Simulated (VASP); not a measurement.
# SiSn2 (P6/mmm) in VASP: notebook, part 3 of 3

VASP 6.6.1. The steps go on from the part before.

### 5 Relaxation of cell and atoms, r2SCAN

POSCAR reads:

```
SiSn2
1.0
    4.0516841694      0.0000000000      0.0000000000
   -2.0258420847      3.5088614188      0.0000000000
    0.0000000000      0.0000000000      4.3747420433
Si Sn
1 2
Direct
    0.0000000000      0.0000000000      0.0000000000
    0.3333333333      0.6666666667      0.5000000000
    0.6666666667      0.3333333333      0.5000000000
```

INCAR.step1 reads:

```
PREC = Accurate
ENCUT = 600
ISMEAR = 0
SIGMA = 0.1
LREAL = F
LASPH = T
NELM = 80
GGA = PE
ALGO = Normal
EDIFF = 1E-4
LWAVE = T
LCHARG = F
```

INCAR.step2 reads:

```
PREC = Accurate
ENCUT = 600
EDIFF = 1E-6
ISMEAR = 0
SIGMA = 0.1
LREAL = F
LASPH = T
NELM = 80
ALGO = Normal
ISIF = 3
LWAVE = F
LCHARG = F
METAGGA = R2SCAN
LMIXTAU = T
IBRION = 2
NSW = 90
EDIFFG = -0.04
ISTART = 1
```

KPOINTS reads:

```
Automatic mesh
0
Gamma
  6 6 4
```

Potentials or basis: VASP PAW PBE potentials, release 64 (Si, Sn_d).

Run with:

```sh
$ cat potpaw_PBE.64/Si/POTCAR potpaw_PBE.64/Sn_d/POTCAR > POTCAR
$ cp INCAR.step1 INCAR
$ mpirun -np 1 vasp_std > vasp.out
$ cp INCAR.step2 INCAR
$ mpirun -np 1 vasp_std > vasp.out
```

OUTCAR:

```text
PREC = Accurate
   ENCUT = 600
   EDIFF = 1E-6
   ISMEAR = 0
   LREAL = F
   LASPH = T
   NELM = 80
   ISIF = 3
   METAGGA = R2SCAN
   IBRION = 2
   NSW = 90
   EDIFFG = -0.04
   ISTART = 1

 ion  position               nearest neighbor table
   1  0.000  0.000  0.000-   2 3.20   3 3.20   2 3.20   3 3.20   2 3.20   2 3.20   3 3.20   3 3.20
                             3 3.20   3 3.20   2 3.20   2 3.20
   2  0.333  0.667  0.500-   3 2.34   3 2.34   3 2.34   1 3.20   1 3.20   1 3.20   1 3.20   1 3.20
                             1 3.20
   3  0.667  0.333  0.500-   2 2.34   2 2.34   2 2.34   1 3.20   1 3.20   1 3.20   1 3.20   1 3.20
                             1 3.20

  LATTYP: Found a hexagonal cell.
 ALAT       =     4.0516841694
 C/A-ratio  =     1.0797342193

  Lattice vectors:

 A1 = (   4.0516841694,   0.0000000000,   0.0000000000)
 A2 = (  -2.0258420847,   3.5088614188,   0.0000000000)
 A3 = (   0.0000000000,   0.0000000000,   4.3747420433)

Analysis of symmetry for initial positions (statically):
=====================================================================
 Subroutine PRICEL returns:
 Original cell was already a primitive cell.

 Routine SETGRP: Setting up the symmetry group for a
 hexagonal supercell.

 Subroutine GETGRP returns: Found 24 space group operations
 (whereof 24 operations were pure point group operations)
 out of a pool of 24 trial point group operations.

The static configuration has the point symmetry D_6h.

Analysis of symmetry for dynamics (positions and initial velocities):
=====================================================================
 Subroutine PRICEL returns:
 Original cell was already a primitive cell.

 Routine SETGRP: Setting up the symmetry group for a
 hexagonal supercell.

 Subroutine GETGRP returns: Found 24 space group operations
 (whereof 24 operations were pure point group operations)
 out of a pool of 24 trial point group operations.

The dynamic configuration has the point symmetry D_6h.

 Subroutine INISYM returns: Found 24 space group operations
 (whereof 24 operations are pure point group operations),
 and found     1 'primitive' translations

----------------------------------------------------------------------------------------

                                     Primitive cell

  volume of cell :      62.1948

  direct lattice vectors                    reciprocal lattice vectors
     4.051684169  0.000000000  0.000000000     0.246810945  0.142496366  0.000000000
    -2.025842085  3.508861419  0.000000000     0.000000000  0.284992731  0.000000000
     0.000000000  0.000000000  4.374742043     0.000000000  0.000000000  0.228584906

  length of vectors
     4.051684169  4.051684169  4.374742043     0.284992731  0.284992731  0.228584906

  position of ions in fractional coordinates (direct lattice)
     0.000000000  0.000000000  0.000000000
     0.333333333  0.666666667  0.500000000
     0.666666667  0.333333333  0.500000000

  ion indices of the primitive-cell ions
   primitive index   ion index
                 1           1
                 2           2
                 3           3

----------------------------------------------------------------------------------------

 KPOINTS: Automatic mesh

Automatic generation of k-mesh.
 Grid dimensions read from file:
 generate k-points for:    6    6    4

 Generating k-lattice:

  Cartesian coordinates                     Fractional coordinates (reciprocal lattice)
     0.041135158  0.023749394  0.000000000     0.166666667  0.000000000  0.000000000
     0.000000000  0.047498789  0.000000000     0.000000000  0.166666667  0.000000000
     0.000000000  0.000000000  0.057146227     0.000000000  0.000000000  0.250000000

  Length of vectors
     0.047498789  0.047498789  0.057146227

  Shift w.r.t. Gamma in fractional coordinates (k-lattice)
     0.000000000  0.000000000  0.000000000

 Subroutine IBZKPT returns following result:
 ===========================================

 Found     21 irreducible k-points:

 Following reciprocal coordinates:
            Coordinates               Weight
  0.000000  0.000000  0.000000      1.000000
  0.166667  0.000000  0.000000      6.000000
  0.333333  0.000000  0.000000      6.000000
  0.500000  0.000000  0.000000      3.000000
  0.166667  0.166667  0.000000      6.000000
  0.333333  0.166667  0.000000     12.000000
[... 13 lines left out ...]
  0.333333  0.166667  0.500000     12.000000
  0.333333  0.333333  0.500000      2.000000
   k-points           NKPTS =     21   k-points in BZ     NKDIM =     21   number of bands    NBANDS=     20
   number of dos      NEDOS =    301   number of ions     NIONS =      3
   total plane-waves  NPLWV =  36864
   dimension x,y,z NGX =    32 NGY =   32 NGZ =   36
   dimension x,y,z NGXF=    64 NGYF=   64 NGZF=   72
   ions per type =               1   2
   NGX,Y,Z   is equivalent  to a cutoff of  13.13, 13.13, 13.68 a.u.
   NGXF,Y,Z  is equivalent  to a cutoff of  26.26, 26.26, 27.36 a.u.
 SYSTEM =  unknown system
   PREC   = accura    normal or accurate (medium, high low for compatibility)
   ISTART =      1    job   : 0-new  1-cont  2-samecut
   ICHARG =      0    charge: 1-file 2-atom 10-const
   ISPIN  =      1    spin polarized calculation?
   LNONCOLLINEAR =      F non collinear calculations
   LSORBIT =      F    spin-orbit coupling
   LASPH  =      T    aspherical Exc in radial PAW
   ENCUT  =  600.0 eV  44.10 Ry    6.64 a.u.   8.09  8.09  8.74*2*pi/ulx,y,z
   NELM   =     80;   NELMIN=  2; NELMDL=  0     # of ELM steps
   EDIFF  = 0.1E-05   stopping-criterion for ELM
   LREAL  =      F    real-space projection
   EDIFFG = -.4E-01   stopping-criterion for IOM
   NSW    =     90    number of steps for IOM
   IBRION =      2    ionic relax: 0-MD 1-quasi-New 2-CG
   NFREE  =      1    steps in history (QN), initial steepest desc. (CG)
   ISIF   =      3    stress and relaxation
   ISYM   =      2    0-nonsym 1-usesym 2-fastsym
   POTIM  = 0.5000    time-step for ionic-motion
   TEBEG  =    0.0;   TEEND  =   0.0 temperature during run
   PSTRESS=    0.0 pullay stress
   NELECT =      32.0000    total number of electrons
   NUPDOWN=      -1.0000    fix difference up-down
   EMIN   =  10.00;   EMAX   =-10.00  energy-range for DOS
   EFERMI =   0.00;   METHOD = LEGACY
   ISMEAR =     0;   SIGMA  =   0.10  broadening in eV -4-tet -1-fermi 0-gaus
   EFERMI_NEDOS =   21; number of points for ismear=-14 and -15
   IALGO  =     38    algorithm
   IMIX   =      4    mixing-type and parameters
     AMIX     =   0.40;   BMIX     =  1.00
     AMIX_MAG =   1.60;   BMIX_MAG =  1.00
  volume/ion in A,a.u.               =      20.73       139.90
  Fermi-wavevector in a.u.,A,eV,Ry     =   1.311817  2.478976 23.413790  1.720865
  Thomas-Fermi vector in A             =   2.442253
   LORBIT       =      0    0 simple, 1 ext, 2 COOP (PROOUT), +10 PAW based schemes
   METAGGA = R2SCAN    functional components
   LHFCALC =     F    Hartree Fock is set to
   AEXX    =    0.0000 exact exchange contribution
   IVDW    =     0    specifies the selected vdW correction
   LEPSILON=     F    determine dielectric tensor
   LRPA    =     F    only Hartree local field effects (RPA)
 conjugate gradient relaxation of ions
 non-spin polarized calculation
 Gauss-broadening in eV      SIGMA  =   0.10
  energy-cutoff  :      600.00
  volume of cell :       62.19
 maximum number of plane-waves:      2089
   NGX = 17   NGY = 17   NGZ = 17

--------------------------------------- Ionic step        1  -------------------------------------------

 number of electron      32.0000004 magnetization

 Free energy of the ion-electron system (eV)
  ---------------------------------------------------
  ext. energy  EPLUGINS =         0.00000000
  ---------------------------------------------------
  free energy    TOTEN  =       -51.66136437 eV

  energy without entropy =      -51.65185320  energy(sigma->0) =      -51.65660878

------------------------ aborting loop because EDIFF is reached ----------------------------------------

  FORCE on cell =-STRESS in cart. coord.  units (eV):
  Direction    XX          YY          ZZ          XY          YZ          ZX
  --------------------------------------------------------------------------------------
  -------------------------------------------------------------------------------------
  Total       24.7052754     24.7052754      1.1728133      0.0000000      0.0000000      0.0000000
  in kB      636.4232419    636.4232419     30.2123992      0.0000000      0.0000000      0.0000000
  external PRESSURE =     434.3529610 kB  Pullay stress =       0.0000000 kB
[... 1565 lines left out ...]
     19      17.1306      0.00000
     20      19.4936      0.00000

[... ionic steps 4 to 15 ...]

--------------------------------------- Ionic step       16  -------------------------------------------

 number of electron      32.0000019 magnetization

------------------------ aborting loop because EDIFF is reached ----------------------------------------
[... 69 lines left out ...]
--------------------------------------- Ionic step       18  -------------------------------------------

 number of electron      32.0000016 magnetization

 Free energy of the ion-electron system (eV)
  ---------------------------------------------------
  ext. energy  EPLUGINS =         0.00000000
  ---------------------------------------------------
  free energy    TOTEN  =       -56.21070682 eV

  energy without entropy =      -56.19837889  energy(sigma->0) =      -56.20454285

 E-fermi :   8.1344     XC(G=0): -11.2496

 val. band max:        8.1146602102   @ k =   0.3333   0.1667   0.5000
 cond. band min:       8.1916373949   @ k =   0.1667   0.0000   0.5000
 fundamental gap:      0.0769771847
 Fermi energy:         8.1343862027
[... 511 lines left out ...]
  FREE ENERGIE OF THE ION-ELECTRON SYSTEM (eV)
  ---------------------------------------------------
  free  energy   TOTEN  =       -56.2107068167 eV

  energy  without entropy=      -56.1983788895  energy(sigma->0) =      -56.20454285

 reached required accuracy - stopping structural energy minimisation
```

OSZICAR.step1:

```text
N       E                     dE             d eps       ncg     rms          rms(c)
DAV:   1     0.266456522790E+03    0.26646E+03   -0.18164E+04   840   0.265E+03
DAV:   2     0.194927572960E+02   -0.24696E+03   -0.24034E+03   844   0.519E+02
DAV:   3    -0.605024650928E+01   -0.25543E+02   -0.24708E+02   976   0.157E+02
DAV:   4    -0.696697074501E+01   -0.91672E+00   -0.91100E+00   968   0.315E+01
DAV:   5    -0.699855957649E+01   -0.31589E-01   -0.31575E-01  1176   0.577E+00    0.586E+00
DAV:   6    -0.684959807818E+01    0.14896E+00   -0.59729E-02  1152   0.386E+00    0.331E+00
DAV:   7    -0.677554180087E+01    0.74056E-01   -0.72473E-02  1200   0.430E+00    0.245E-01
DAV:   8    -0.677470386544E+01    0.83794E-03   -0.12780E-02   916   0.114E+00    0.118E-01
DAV:   9    -0.677471255145E+01   -0.86860E-05   -0.41773E-04   936   0.202E-01
   1 F= -.67747126E+01 E0= -.67691168E+01  d E =-.111916E-01
```

It took 14 min on 1 thread of Intel Xeon 6975P-C (Granite Rapids), shared host; peak memory 0.23 GiB.

What came out:

```yaml
Free_energy: -56.2107 eV
Relaxed_volume: 23.86 Å³/atom
Relaxed_cell: a = 5.148 Å, b = 5.148 Å, c = 3.120 Å, α = 90.00°, β = 90.00°, γ = 120.00°
Space_group_after_relaxing_to_0.05_Å: P6/mmm (No. 191)
Energy_gained_by_relaxing: 1516.4 meV/atom
Ionic_steps: 18
Pressure_after_relaxing: 0.1 GPa
Band_gap_on_the_k_mesh: zero (band 16 reaches 9.61 eV, above the bottom of band 17 at 5.23 eV)
```

Stress tensor (GPa, compression positive):
```
 0.13  0.00  0.00
 0.00  0.13  0.00
 0.00  0.00 -0.07
```

The path:
| step | energy change (eV) | largest force (eV/Å) | pressure (GPa) | volume (Å³) |
| --- | --- | --- | --- | --- |
| 1 | 0.0000 | 0.0000 | 43.44 | 62.19 |
| 2 | -2.2915 | 0.0000 | -7.97 | 123.72 |
| 3 | -3.5909 | 0.0000 | -2.53 | 89.85 |
| 4 | -3.5933 | 0.0000 | -2.30 | 89.24 |
| 5 | -3.5942 | 0.0000 | -2.00 | 88.56 |
| 6 | -3.7540 | 0.0000 | -1.73 | 84.90 |
| 7 | -4.2736 | 0.0000 | 0.75 | 73.42 |
| 8 | 1.8992 | 0.0000 | 92.20 | 48.15 |
| 9 | -4.3344 | 0.0000 | 1.23 | 72.15 |
| 10 | -4.4565 | 0.0000 | 5.11 | 66.89 |
| 11 | -4.4626 | 0.0000 | 4.16 | 67.92 |
| 12 | -4.5398 | 0.0000 | 1.68 | 69.80 |
| 13 | -4.5380 | 0.0000 | 1.43 | 70.11 |
| 14 | -4.5400 | 0.0000 | 1.58 | 69.91 |
| 15 | -4.5488 | 0.0000 | 0.15 | 71.51 |
| 16 | -4.5488 | 0.0000 | 0.18 | 71.44 |
| 17 | -4.5488 | 0.0000 | 0.24 | 71.41 |
| 18 | -4.5493 | 0.0000 | 0.06 | 71.59 |

Final structure:
```
Si Sn
1.0
     5.14770    0.00000    0.00000
    -2.57385    4.45804    0.00000
     0.00000    0.00000    3.11959
Si Sn
1 2
Direct
  0.00000 0.00000 0.00000
  0.33333 0.66667 0.50000
  0.66667 0.33333 0.50000
```

Levels at points of the mesh, in eV from the Fermi level:
| k point | band 13 | band 14 | band 15 | band 16 | band 17 | band 18 | band 19 | band 20 |
| --- | --- | --- | --- | --- | --- | --- | --- | --- |
| (0.00, 0.00, 0.00) | -5.24 | -3.12 | -3.12 | -2.90 | -2.90 | 3.16 | 6.74 | 7.80 |
| (0.50, 0.00, 0.00) | -6.89 | -5.18 | 1.24 | 1.29 | 2.53 | 3.17 | 4.50 | 4.60 |
| (0.00, 0.00, 0.50) | -1.83 | -1.45 | -1.14 | -0.55 | -0.55 | -0.52 | 0.21 | 0.21 |
| (0.50, 0.00, 0.50) | -6.20 | -4.73 | -2.46 | -2.12 | -1.90 | -0.29 | 3.61 | 4.29 |

Caveat: the volume moved by over 15 % at a fixed basis, so the end points are rough; the PAW data sets were made with another functional, which shifts forces and pressure a little; spin-orbit coupling is left out, which moves the levels of the heavy elements.

### 6 The runs side by side

```csv
task,cell,k mesh,cutoff (eV),gap on the mesh (eV),pressure (GPa)
single point,"a = 4.052, b = 4.052, c = 4.375 Å, angles 90.0, 90.0, 120.0°, 3 atoms",6 × 6 × 4,520,none,43.4
single point,"a = 5.154, b = 5.154, c = 3.108 Å, angles 90.0, 90.0, 120.0°, 3 atoms",6 × 6 × 4,520,none,0.2
single point,"a = 5.232, b = 5.232, c = 3.022 Å, angles 90.0, 90.0, 120.0°, 3 atoms",6 × 6 × 6,520,none,-0.1
relaxation of cell and atoms,"relaxed from a = 4.052, b = 4.052, c = 4.375 Å, angles 90.0, 90.0, 120.0°, 3 atoms",6 × 6 × 4,600,none,0.1
```

Alike in all rows: level r2SCAN; potentials or basis VASP PAW PBE potentials, release 64 (Si, Sn_d); no spin polarisation; smearing gaussian 0.1 eV.

Caveats: some runs use coarse meshes; the PAW data sets were made with another functional, which shifts forces and pressure a little; spin-orbit coupling is left out, which moves the levels of the heavy elements; the volume moved by over 15 % at a fixed basis, so the end points are rough (some runs).

Absolute energies hang on the potentials; compare differences alone.
